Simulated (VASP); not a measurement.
# ZrB2 (P6/mmm) in VASP: notebook

Runs on ZrB2. Level: PBEsol. Tasks: relaxation of shape and atoms at fixed volume.

Everything below comes from runs of VASP 6.6.1. Logs are shortened: lines on timing, memory, paths and dates and some standing lists are left out, and cuts for length are marked.

**1. The cell of the first run**

Symmetry: P6/mmm, No. 191, hexagonal system. The conventional cell has a = 3.092 Å, b = 3.092 Å, c = 3.431 Å, α = 90.00°, β = 90.00°, γ = 120.00°. Zr (site symmetry 6/mmm) has 12 B at 2.48 Å and 8 Zr at 3.09 to 3.43 Å within 3.5 Å. Within 2.5 Å of B (site symmetry -6m2) lie 3 B at 1.79 Å and 6 Zr at 2.48 Å.

**2. Relaxation of shape and atoms at fixed volume, PBEsol (9.47 Å³/atom)**

File INCAR:

```
PREC = Accurate ; ENCUT = 600
EDIFF = 1E-7 ; ISMEAR = 0
SIGMA = 0.1 ; LREAL = False
LASPH = True ; NELM = 80
ALGO = Normal ; ISIF = 4
LWAVE = False ; LCHARG = False
GGA = PS ; IBRION = 2
NSW = 50 ; EDIFFG = -0.01
```

File KPOINTS:

```
Automatic mesh
0
Gamma
  18 18 12
```

File POSCAR:

```
ZrB2
1.0
    3.0922462698      0.0000000000      0.0000000000
   -1.5461231349      2.6779638244      0.0000000000
    0.0000000000      0.0000000000      3.4313761303
Zr B
1 2
Direct
    0.0000000000      0.0000000000      0.0000000000
    0.3333333333      0.6666666667      0.5000000000
    0.6666666667      0.3333333333      0.5000000000
```

Potentials or basis: VASP PAW PBE potentials, release 64 (Zr_sv, B).

Command:

```console
cat potpaw_PBE.64/Zr_sv/POTCAR potpaw_PBE.64/B/POTCAR > POTCAR
mpirun -np 1 vasp_std > vasp.out
```

OUTCAR:

```text
PREC = Accurate
   ENCUT = 600
   EDIFF = 1E-7
   ISMEAR = 0
   LREAL = False
   LASPH = True
   NELM = 80
   ISIF = 4
   GGA = PS
   IBRION = 2
   NSW = 50
   EDIFFG = -0.01

 ion  position               nearest neighbor table
   1  0.000  0.000  0.000-   2 2.48   3 2.48   2 2.48   3 2.48   2 2.48   2 2.48   3 2.48   3 2.48
                             3 2.48   3 2.48   2 2.48   2 2.48
   2  0.333  0.667  0.500-   3 1.79   3 1.79   3 1.79   1 2.48   1 2.48   1 2.48   1 2.48   1 2.48
                             1 2.48
   3  0.667  0.333  0.500-   2 1.79   2 1.79   2 1.79   1 2.48   1 2.48   1 2.48   1 2.48   1 2.48
                             1 2.48

  LATTYP: Found a hexagonal cell.
 ALAT       =     3.0922462698
 C/A-ratio  =     1.1096710388

  Lattice vectors:

 A1 = (   3.0922462698,   0.0000000000,   0.0000000000)
 A2 = (  -1.5461231349,   2.6779638244,   0.0000000000)
 A3 = (   0.0000000000,   0.0000000000,   3.4313761303)

Analysis of symmetry for initial positions (statically):
=====================================================================
 Subroutine PRICEL returns:
 Original cell was already a primitive cell.

 Routine SETGRP: Setting up the symmetry group for a
 hexagonal supercell.

 Subroutine GETGRP returns: Found 24 space group operations
 (whereof 24 operations were pure point group operations)
 out of a pool of 24 trial point group operations.

The static configuration has the point symmetry D_6h.

Analysis of symmetry for dynamics (positions and initial velocities):
=====================================================================
 Subroutine PRICEL returns:
 Original cell was already a primitive cell.

 Routine SETGRP: Setting up the symmetry group for a
 hexagonal supercell.

 Subroutine GETGRP returns: Found 24 space group operations
 (whereof 24 operations were pure point group operations)
 out of a pool of 24 trial point group operations.

The dynamic configuration has the point symmetry D_6h.

 Subroutine INISYM returns: Found 24 space group operations
 (whereof 24 operations are pure point group operations),
 and found     1 'primitive' translations

----------------------------------------------------------------------------------------

                                     Primitive cell

  volume of cell :      28.4150

  direct lattice vectors                    reciprocal lattice vectors
     3.092246270  0.000000000  0.000000000     0.323389508  0.186709020  0.000000000
    -1.546123135  2.677963824  0.000000000     0.000000000  0.373418039  0.000000000
     0.000000000  0.000000000  3.431376130     0.000000000  0.000000000  0.291428267

  length of vectors
     3.092246270  3.092246270  3.431376130     0.373418039  0.373418039  0.291428267

  position of ions in fractional coordinates (direct lattice)
     0.000000000  0.000000000  0.000000000
     0.333333333  0.666666667  0.500000000
     0.666666667  0.333333333  0.500000000

  ion indices of the primitive-cell ions
   primitive index   ion index
                 1           1
                 2           2
                 3           3

----------------------------------------------------------------------------------------

 KPOINTS: Automatic mesh

Automatic generation of k-mesh.
 Grid dimensions read from file:
 generate k-points for:   18   18   12

 Generating k-lattice:

  Cartesian coordinates                     Fractional coordinates (reciprocal lattice)
     0.017966084  0.010372723  0.000000000     0.055555556  0.000000000  0.000000000
     0.000000000  0.020745447  0.000000000     0.000000000  0.055555556  0.000000000
     0.000000000  0.000000000  0.024285689     0.000000000  0.000000000  0.083333333
[... 73 lines left out ...]
   EFERMI_NEDOS =   21; number of points for ismear=-14 and -15
   IALGO  =     38    algorithm
   IMIX   =      4    mixing-type and parameters
     AMIX     =   0.40;   BMIX     =  1.00
     AMIX_MAG =   1.60;   BMIX_MAG =  1.00
  volume/ion in A,a.u.               =       9.47        63.92
  Fermi-wavevector in a.u.,A,eV,Ry     =   1.405993  2.656942 26.896236  1.976818
  Thomas-Fermi vector in A             =   2.528399
   LORBIT       =      0    0 simple, 1 ext, 2 COOP (PROOUT), +10 PAW based schemes
   GGA     = PS    functional components
   LHFCALC =     F    Hartree Fock is set to
   AEXX    =    0.0000 exact exchange contribution
   IVDW    =     0    specifies the selected vdW correction
   LEPSILON=     F    determine dielectric tensor
   LRPA    =     F    only Hartree local field effects (RPA)
 conjugate gradient relaxation of ions
 non-spin polarized calculation
 Gauss-broadening in eV      SIGMA  =   0.10
  energy-cutoff  :      600.00
  volume of cell :       28.41
 maximum number of plane-waves:       962
 NGX is ok and might be reduce to    28
   NGX = 13   NGY = 13   NGZ = 13

--------------------------------------- Ionic step        1  -------------------------------------------

 number of electron      18.0000000 magnetization

 Free energy of the ion-electron system (eV)
  ---------------------------------------------------
  ext. energy  EPLUGINS =         0.00000000
  ---------------------------------------------------
  free energy    TOTEN  =       -26.30595912 eV

  energy without entropy =      -26.30498135  energy(sigma->0) =      -26.30547023

------------------------ aborting loop because EDIFF is reached ----------------------------------------

  FORCE on cell =-STRESS in cart. coord.  units (eV):
  Direction    XX          YY          ZZ          XY          YZ          ZX
  --------------------------------------------------------------------------------------
  -------------------------------------------------------------------------------------
  Total        3.1987965      3.1987965      3.1024019      0.0000000     -0.0000000      0.0000000
  in kB      180.3640940    180.3640940    174.9288871      0.0000000     -0.0000000      0.0000000
  external PRESSURE =     178.5523584 kB  Pullay stress =       0.0000000 kB

 VOLUME and BASIS-vectors are now :
 -----------------------------------------------------------------------------
  energy-cutoff  :      600.00
  volume of cell :       28.41
      direct lattice vectors                 reciprocal lattice vectors
     3.092246270  0.000000000  0.000000000     0.323389508  0.186709020  0.000000000
    -1.546123135  2.677963824  0.000000000     0.000000000  0.373418039  0.000000000
     0.000000000  0.000000000  3.431376130     0.000000000  0.000000000  0.291428267

 POSITION                                       TOTAL-FORCE (eV/Angst)
 -----------------------------------------------------------------------------------
      0.00000      0.00000      0.00000        -0.000000      0.000000     -0.000000
     -0.00000      1.78531      1.71569         0.000000      0.000000     -0.000000
      1.54612      0.89265      1.71569        -0.000000      0.000000      0.000000
 -----------------------------------------------------------------------------------
    total drift:                               -0.000000      0.000000      0.000000

  FREE ENERGIE OF THE ION-ELECTRON SYSTEM (eV)
  ---------------------------------------------------
  free  energy   TOTEN  =       -26.3059591177 eV

  energy  without entropy=      -26.3049813472  energy(sigma->0) =      -26.30547023

--------------------------------------- Ionic step        2  -------------------------------------------

 number of electron      18.0000000 magnetization

 Free energy of the ion-electron system (eV)
  ---------------------------------------------------
  ext. energy  EPLUGINS =         0.00000000
  ---------------------------------------------------
  free energy    TOTEN  =       -26.30600426 eV

  energy without entropy =      -26.30502201  energy(sigma->0) =      -26.30551314

 E-fermi :  11.3614     XC(G=0): -12.9118

 val. band max:       11.3543739691   @ k =   0.2222   0.2222   0.0833
 cond. band min:      11.3986973093   @ k =   0.3889   0.2222   0.0000
 fundamental gap:      0.0443233402
 Fermi energy:        11.3613976428

 k-point     1 :       0.0000    0.0000    0.0000
  band No.  band energies     occupation
      1     -36.9230      2.00000
      2     -15.1961      2.00000
      3     -14.5120      2.00000
      4     -14.5120      2.00000
      5      -1.7245      2.00000
      6       8.4933      2.00000
      7       8.4933      2.00000
      8       8.5300      2.00000
      9       9.1041      2.00000
     10      15.0819      0.00000
     11      15.0819      0.00000
     12      15.9790      0.00000
     13      15.9790      0.00000
[... 354 lines left out ...]
  band No.  band energies     occupation
      1     -36.7615      2.00000
      2     -15.6547      2.00000
      3     -14.9616      2.00000
      4     -14.8746      2.00000
      5       1.7913      2.00000
      6       3.4098      2.00000
      7       6.8803      2.00000
      8       7.3761      2.00000
      9       9.7739      2.00000
     10      11.7686      0.00000
     11      14.9588      0.00000
     12      16.2709      0.00000
     13      16.9151      0.00000

 [... further k-points ...]

------------------------ aborting loop because EDIFF is reached ----------------------------------------

  FORCE on cell =-STRESS in cart. coord.  units (eV):
  Direction    XX          YY          ZZ          XY          YZ          ZX
  --------------------------------------------------------------------------------------
  -------------------------------------------------------------------------------------
  Total        3.1608852      3.1608852      3.1700890      0.0000000     -0.0000000     -0.0000000
  in kB      178.2264696    178.2264696    178.7454223      0.0000000     -0.0000000     -0.0000000
  external PRESSURE =     178.3994538 kB  Pullay stress =       0.0000000 kB

 VOLUME and BASIS-vectors are now :
 -----------------------------------------------------------------------------
  energy-cutoff  :      600.00
  volume of cell :       28.41
      direct lattice vectors                 reciprocal lattice vectors
     3.093844870  0.000000000  0.000000000     0.323222412  0.186612546  0.000000000
    -1.546922435  2.679348253  0.000000000     0.000000000  0.373225093  0.000000000
    -0.000000000 -0.000000000  3.427831039     0.000000000 -0.000000000  0.291729665

 POSITION                                       TOTAL-FORCE (eV/Angst)
 -----------------------------------------------------------------------------------
      3.09384     -0.00000      3.42783        -0.000000      0.000000     -0.000000
     -0.00000      1.78623      1.71392         0.000000      0.000000      0.000000
      1.54692      0.89312      1.71392        -0.000000     -0.000000     -0.000000
 -----------------------------------------------------------------------------------
    total drift:                               -0.000000      0.000000      0.000000

  FREE ENERGIE OF THE ION-ELECTRON SYSTEM (eV)
  ---------------------------------------------------
  free  energy   TOTEN  =       -26.3060042598 eV

  energy  without entropy=      -26.3050220145  energy(sigma->0) =      -26.30551314

 reached required accuracy - stopping structural energy minimisation
```

Run time: 5.6 min. Hardware: 1 thread of Intel Xeon 8259CL, shared host; peak memory 0.26 GiB.

Results:

- Free energy: -26.3060 eV
- Energy gained by relaxing: 0.0 meV/atom
- Ionic steps: 2
- Pressure after relaxing: 17.8 GPa
- Band gap on the k mesh: zero (bands 9 and 10 overlap by 1.29 eV)

Final structure:
```cif
data_structure
_symmetry_space_group_name_H-M 'P 1'
_symmetry_Int_Tables_number 1
_cell_length_a 3.0938
_cell_length_b 3.0938
_cell_length_c 3.4278
_cell_angle_alpha 90.000
_cell_angle_beta 90.000
_cell_angle_gamma 120.000
_cell_volume 28.41
loop_
_atom_site_label
_atom_site_type_symbol
_atom_site_fract_x
_atom_site_fract_y
_atom_site_fract_z
_atom_site_occupancy
Zr1 Zr 0.00000 0.00000 0.00000 1
B1 B 0.33333 0.66667 0.50000 1
B2 B 0.66667 0.33333 0.50000 1
```

Caveat: the PAW data sets were made with another functional, which shifts forces and pressure a little.

**3. Relaxation of shape and atoms at fixed volume, PBEsol (9.77 Å³/atom)**

This run uses another cell than the first one, of 9.77 Å³/atom.

File INCAR:

```
SYSTEM = ZrB2
PREC = Accurate
ENCUT = 600
EDIFF = 1E-6
ISMEAR = 0
SIGMA = 0.1
LREAL = .FALSE.
LASPH = .TRUE.
NELM = 60
ALGO = Normal
ISIF = 4
LWAVE = .FALSE.
LCHARG = .FALSE.
GGA = PS
IBRION = 2
NSW = 50
EDIFFG = -0.01
```

File KPOINTS:

```
regular mesh
0
G
  18 18 12
  0 0 0
```

File POSCAR:

```
ZrB2
1.0
    3.1230672485      0.0000000000      0.0000000000
   -1.5615336242      2.7046555749      0.0000000000
    0.0000000000      0.0000000000      3.4713442410
Zr B
1 2
Direct
    0.0000000000      0.0000000000      0.0000000000
    0.3333333333      0.6666666667      0.5000000000
    0.6666666667      0.3333333333      0.5000000000
```

Potentials or basis: VASP PAW PBE potentials, release 64 (Zr_sv, B).

Command:

```console
cat potpaw_PBE.64/Zr_sv/POTCAR potpaw_PBE.64/B/POTCAR > POTCAR
mpirun -np 1 vasp_std > vasp.out
```

It took 3.8 min on 1 thread of Intel Xeon 8259CL, shared host; peak memory 0.26 GiB.

The run converged. Its results:

* Free energy: -26.3803 eV
* Energy gained by relaxing: 0.0 meV/atom
* Ionic steps: 2
* Pressure after relaxing: 8.4 GPa
* Band gap on the k mesh: zero (bands 9 and 10 overlap by 1.27 eV)

Final structure:
```xyz
3
Lattice="3.1249 0.0000 0.0000 -1.5625 2.7063 0.0000 0.0000 0.0000 3.4672" Properties=species:S:1:pos:R:3 pbc="T T T"
Zr    3.1249    0.0000    0.0000
B     0.0000    1.8042    1.7336
B     1.5625    0.9021    1.7336
```

Levels at points of the mesh, in eV from the Fermi level:
| k point | band 5 | band 6 | band 7 | band 8 | band 9 | band 10 | band 11 | band 12 | band 13 |
| --- | --- | --- | --- | --- | --- | --- | --- | --- | --- |
| (0.00, 0.00, 0.00) | -12.95 | -2.79 | -2.79 | -2.76 | -2.30 | 3.57 | 3.57 | 4.44 | 4.44 |
| (0.50, 0.00, 0.00) | -9.21 | -8.51 | -4.08 | -3.14 | -2.89 | 2.32 | 2.39 | 5.19 | 5.31 |
| (0.00, 0.00, 0.50) | -10.68 | -7.14 | -1.02 | -1.02 | 0.24 | 0.24 | 0.76 | 0.76 | 1.97 |
| (0.50, 0.00, 0.50) | -10.17 | -7.03 | -4.84 | -4.35 | -1.91 | 4.00 | 4.28 | 5.61 | 6.73 |

Caveat: the PAW data sets were made with another functional, which shifts forces and pressure a little.
